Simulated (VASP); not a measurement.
Hf, 2 atoms in the cell. It takes space group P6_3/mmc (No. 194, hexagonal). Conventional cell: a = 3.197 Å, b = 3.197 Å, c = 5.058 Å, α = 90.00°, β = 90.00°, γ = 120.00°. Within 4.1 Å of Hf (site symmetry -6m2) lie 12 Hf at 3.13 to 3.20 Å. 

```yaml
Program: VASP 6.6.1
Task: relaxation of cell and atoms
Functional: PBE
Potentials_or_basis: VASP PAW PBE potentials, release 64 (Hf_pv)
Cutoff: 600 eV
k_mesh: 15 × 15 × 8
Occupations: gaussian, width 0.1 eV
Spin: no spin polarisation
Dipole_correction: no
Further_INCAR_settings: ALGO = Normal; EDIFF = 1e-06; IBRION = 2; EDIFFG = -0.005; NSW = 100; ISIF = 3
```

Potentials or basis: VASP PAW PBE potentials, release 64 (Hf_pv).

The run is started by

```console
$ cat potpaw_PBE.64/Hf_pv/POTCAR > POTCAR
$ mpirun -np 1 vasp_std > vasp.out
```

Hardware: 1 thread of Intel(R) Xeon(R) 6975P-C (Granite Rapids), with other jobs on the host.

Q: Estimate the wall time of this run.

A: Run time: 110 s on 1 thread of Intel(R) Xeon(R) 6975P-C (Granite Rapids) (shared host), peak memory 0.26 GiB. Counts: scf iterations 40, k points 135, ion steps 7.
